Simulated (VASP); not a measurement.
Runs of VASP 6.6.1 on CaF2 (Fluorite). The structure is that of space group Fm-3m (No. 225), or close to it. The cells are those of the table. 

```csv
cell,gap on the mesh (eV),pressure (GPa)
"a = 3.888 Å, angles 60.0°, 3 atoms",6.98,(c)
"a = 3.913 Å, angles 60.0°, 3 atoms",6.87,(b)
"a = 3.836 Å, angles 60.0°, 3 atoms",(a),0.0
"a = 3.938 Å, angles 60.0°, 3 atoms",6.77,-5.7
"a = 3.862 Å, angles 60.0°, 3 atoms",7.09,-1.7
"a = 3.810 Å, angles 60.0°, 3 atoms",7.33,1.9
```

Alike in all rows: task single point; level PBEsol; potentials or basis VASP PAW PBE potentials, release 64 (Ca_sv, F); no spin polarisation; k mesh 6 × 6 × 6; cutoff (eV) 600; smearing gaussian 0.01 eV.

Estimate the missing entries.

(a) 7.21; (b) -4.5; (c) -3.2.

Caveats: the PAW data sets were made with another functional, which shifts forces and pressure a little.

A k mesh can miss the band edges.
